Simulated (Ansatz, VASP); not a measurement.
# Two plane-wave programs on CdF2

Contents of INCAR:

```
PREC     = Accurate       # precision mode
ENCUT    = 700            # plane-wave cutoff, eV
EDIFF    = 1E-6           # SCF threshold, eV
ISMEAR   = 0              # smearing method
SIGMA    = 0.01           # smearing width, eV
LREAL    = False          # projectors in reciprocal space
LASPH    = True           # aspherical terms in the spheres
NELM     = 120            # most SCF steps
ALGO     = Normal         # electronic algorithm
ISIF     = 2              # what is computed and relaxed
LWAVE    = False          # write WAVECAR
LCHARG   = False          # write CHGCAR
GGA      = PE             # functional
NBANDS   = 24             # bands
GGA_COMPAT= False
```

The input KPOINTS:

```
Automatic mesh
0
Gamma
  6 6 6
```

Contents of POSCAR:

```
CdF2
1.0
    0.0000000000      2.7404197564      2.7404197564
    2.7404197564      0.0000000000      2.7404197564
    2.7404197564      2.7404197564      0.0000000000
Cd F
1 2
Direct
    0.0000000000      0.0000000000      0.0000000000
    0.2500000000      0.2500000000      0.2500000000
    0.7500000000      0.7500000000      0.7500000000
```

Input for Ansatz:

```yaml
crystal:
  lattice:
    - [0.0, 2.7404197564, 2.7404197564]
    - [2.7404197564, 0.0, 2.7404197564]
    - [2.7404197564, 2.7404197564, 0.0]
  atoms:
    - { symbol: Cd, position: [0.0, 0.0, 0.0] }
    - { symbol: F, position: [0.25, 0.25, 0.25] }
    - { symbol: F, position: [0.75, 0.75, 0.75] }
kpoints:
  mp_grid: { grid: [6, 6, 6] }
hamiltonian:
  xc: pbe
scf:
  occupations: { method: fixed }
  n_extra_bands: 4
output:
  forces: true
  stress: true
  eigenvalues: true
```

Alike in both runs: task single point; functional PBE; k mesh 6 × 6 × 6; no spin polarisation.

|  | VASP | Ansatz |
| --- | --- | --- |
| version | VASP 6.6.1 | Ansatz 0.2.0 |
| potentials or method | VASP PAW PBE potentials, release 64 (Cd_sv_GW, F) | plane waves, PAW |
| plane-wave cutoff (eV) | 700 | 420 |
| occupations | gaussian, width 0.01 eV | fixed |
| valence electrons in the cell | 34 | 34 |

Ansatz gave:

```
gap on the k mesh at the Fermi level (eV) : 2.93
pressure (GPa)                            : 0.0
```

Estimate VASP's values.

gap on the k mesh at the Fermi level (eV): 2.92; pressure (GPa): -0.4.
